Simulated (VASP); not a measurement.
**Si (a cell with a defect): single point with LDA**

System: Si (a cell with a defect).

```
Si
1.0
    10.86000    0.00000    0.00000
     0.00000   10.86000    0.00000
     0.00000    0.00000   10.86000
Si
63
Direct
  0.49802 0.00232 0.00191
  0.62086 0.12906 0.12671
  0.74761 0.25189 0.00191
  0.87509 0.37503 0.12531
  0.74945 0.00046 0.25008
  0.87492 0.12398 0.37592
  0.99897 0.00021 0.99833
  0.12478 0.12526 0.12621
  0.24755 0.25764 0.00694
  0.27664 0.47323 0.22104
  0.49238 0.50239 0.00683
  0.62468 0.62514 0.12620
  0.74972 0.75096 0.99833
  0.87741 0.87252 0.12566
  0.25017 0.99977 0.24988
  0.37425 0.12434 0.37605
  0.49521 0.25471 0.25333
  0.62559 0.37567 0.37606
  0.75015 0.49975 0.24988
  0.87742 0.62347 0.37385
  0.50138 0.99965 0.50098
  0.62406 0.12586 0.62694
  0.75027 0.24854 0.50099
  0.87741 0.37441 0.62385
  0.74964 0.00028 0.75002
  0.87258 0.12597 0.87627
  0.99886 0.50046 0.99942
  0.13505 0.61487 0.12193
  0.24946 0.75105 0.99942
  0.37489 0.87483 0.12530
  0.99968 0.24947 0.25040
  0.13577 0.37268 0.36439
  0.37723 0.61412 0.36437
  0.50044 0.75022 0.25039
  0.62593 0.87498 0.37592
  0.00042 0.99793 0.49926
  0.12434 0.12438 0.62450
  0.25015 0.24981 0.50002
  0.37501 0.37491 0.62517
  0.50010 0.49976 0.50001
  0.62554 0.62558 0.62449
  0.75199 0.74951 0.49926
  0.87527 0.87465 0.62520
  0.24935 0.00110 0.75042
  0.37332 0.13020 0.88054
  0.49841 0.25150 0.75249
  0.61977 0.37658 0.88049
  0.74884 0.50058 0.75040
  0.87444 0.62572 0.87420
  0.00620 0.74372 0.24864
  0.12645 0.87249 0.37384
  0.00574 0.49821 0.49395
  0.12620 0.62372 0.62209
  0.25171 0.74417 0.49395
  0.37551 0.87252 0.62385
  0.99976 0.24797 0.75064
  0.12465 0.37670 0.87549
  0.24989 0.50002 0.74927
  0.37323 0.62527 0.87548
  0.50195 0.75016 0.75064
  0.62394 0.87734 0.87627
  0.00072 0.74920 0.74820
  0.12421 0.87548 0.87420
```

```yaml
Program: VASP 6.6.1
Task: single point
Functional: LDA
Potentials_or_basis: VASP PAW LDA potentials, release 64 (Si)
Cutoff: 520 eV
k_mesh: 1 × 1 × 1
Occupations: gaussian, width 0.02 eV
Spin: collinear spin
```

The largest force is 0.458 eV/Å, the net moment is -1.00 μB per cell and the site moments are Si -0.00, +0.00, -0.01, -0.04, -0.09 (each value once) μB. The valence electrons inside the program's atomic spheres are Si 1.71, 1.69, 1.70, 1.64, 1.58, 1.65, 1.68, 1.67 (each value once).

Forces on the atoms (eV/Å):
```
Si   0.002 -0.017 -0.010
Si   0.049 -0.049 -0.010
Si   0.017 -0.002 -0.010
Si   0.001 -0.003 -0.004
Si   0.014 -0.014 -0.013
Si  -0.002 -0.003  0.003
Si   0.003  0.003 -0.022
Si   0.012  0.001  0.019
Si   0.018 -0.081 -0.089
Si  -0.280  0.279  0.232
Si   0.082 -0.016 -0.089
Si  -0.002 -0.013  0.018
Si  -0.003 -0.003 -0.022
Si   0.002 -0.002  0.024
Si   0.002 -0.006 -0.007
Si  -0.007 -0.014  0.008
Si   0.085 -0.084 -0.016
Si   0.014  0.007  0.009
Si   0.005 -0.003 -0.007
Si  -0.019  0.000  0.010
Si   0.001  0.003 -0.008
Si   0.006 -0.005 -0.005
Si  -0.003  0.000 -0.008
Si  -0.001 -0.001  0.011
Si  -0.001 -0.001 -0.013
Si   0.006 -0.005  0.002
Si  -0.007  0.000 -0.007
Si  -0.034  0.034  0.005
Si   0.000  0.008 -0.008
Si   0.004  0.000 -0.004
Si  -0.001 -0.009 -0.001
Si  -0.034  0.004  0.043
Si  -0.003  0.034  0.043
Si   0.009  0.001 -0.001
Si   0.002  0.000  0.003
Si  -0.003  0.003 -0.005
Si   0.011  0.000 -0.007
Si   0.007 -0.002 -0.007
Si   0.002 -0.001 -0.005
Si   0.000 -0.009 -0.007
Si  -0.001 -0.012 -0.006
Si  -0.002  0.003 -0.005
Si  -0.003  0.004  0.007
Si  -0.001 -0.008 -0.014
Si   0.018 -0.031 -0.022
Si   0.009 -0.009 -0.017
Si   0.032 -0.017 -0.023
Si   0.009  0.002 -0.015
Si  -0.005 -0.007  0.007
Si  -0.012  0.012  0.008
Si   0.000  0.019  0.010
Si  -0.013  0.011  0.007
Si   0.000  0.000  0.011
Si  -0.011  0.013  0.007
Si   0.001  0.000  0.011
Si   0.010 -0.012 -0.002
Si   0.007  0.015  0.003
Si  -0.005  0.005 -0.014
Si  -0.015 -0.007  0.003
Si   0.013 -0.010 -0.002
Si   0.005 -0.006  0.001
Si   0.001 -0.001 -0.005
Si   0.007  0.005  0.007
```

Levels at points of the mesh, in eV from the Fermi level:
Spin up:
```
           k point  band 123  band 124  band 125  band 126  band 127  band 128
(0.00, 0.00, 0.00)     -0.78     -0.77     -0.73      0.06      0.09      0.09
```
Spin down:
| k point | band 122 | band 123 | band 124 | band 125 | band 126 | band 127 | band 128 | band 129 | band 130 | band 131 |
| --- | --- | --- | --- | --- | --- | --- | --- | --- | --- | --- |
| (0.00, 0.00, 0.00) | -1.57 | -0.81 | -0.81 | -0.75 | -0.01 | 0.01 | 0.06 | 0.16 | 0.17 | 0.22 |

Wall time 13 min on 1 thread of Intel(R) Xeon(R) Platinum 8488C (Sapphire Rapids) (shared host), peak memory 0.9 GiB.

Caveat: the k points lie up to 0.58 Å⁻¹ apart; the cell carries a net charge on a neutralising background, which shifts energy and pressure; the cell is charged against a uniform background, so pressure and absolute levels hang on convention.
